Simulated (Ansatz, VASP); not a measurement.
## Two plane-wave programs on Al3BAs4

```
CELL_PARAMETERS angstrom
5.50862 0.00000 0.00000
0.00000 5.50862 0.00000
0.00000 0.00000 5.50862
ATOMIC_POSITIONS crystal
Al 0.50000 0.00000 0.50000
Al 0.50000 0.50000 0.00000
Al 0.00000 0.50000 0.50000
B 0.00000 0.00000 0.00000
As 0.22790 0.77210 0.77210
As 0.22790 0.22790 0.22790
As 0.77210 0.77210 0.22790
As 0.77210 0.22790 0.77210
```

Alike in both runs: functional PBE; k mesh 4 × 4 × 4; occupations gaussian, width 0.1 eV; no spin polarisation.

Ansatz relaxed the structure, and its values are those at the end. VASP's run is a single point on that final structure, the one shown.

|  | VASP | Ansatz |
| --- | --- | --- |
| version | VASP 6.6.1 | Ansatz 0.2.0 |
| potentials or method | VASP PAW PBE potentials, release 64 (Al, B, As), cutoff 520 eV | scalar-relativistic, plane waves, PAW |
| valence electrons in the cell | 32 | 72 |

```csv
,VASP,Ansatz,Ansatz less VASP
gap on the k mesh at the Fermi level (eV),0.54,0.54,+0.004
least direct gap on the mesh (eV),1.11,1.11,+0.001
pressure (GPa),0.2,0.0,-0.20
rms of the force components (eV/Å),0.004,0.009,+0.0046
```

VASP's potentials hold 32 valence electrons a cell and Ansatz's 72, so a difference there can come from the potentials and not from the codes.
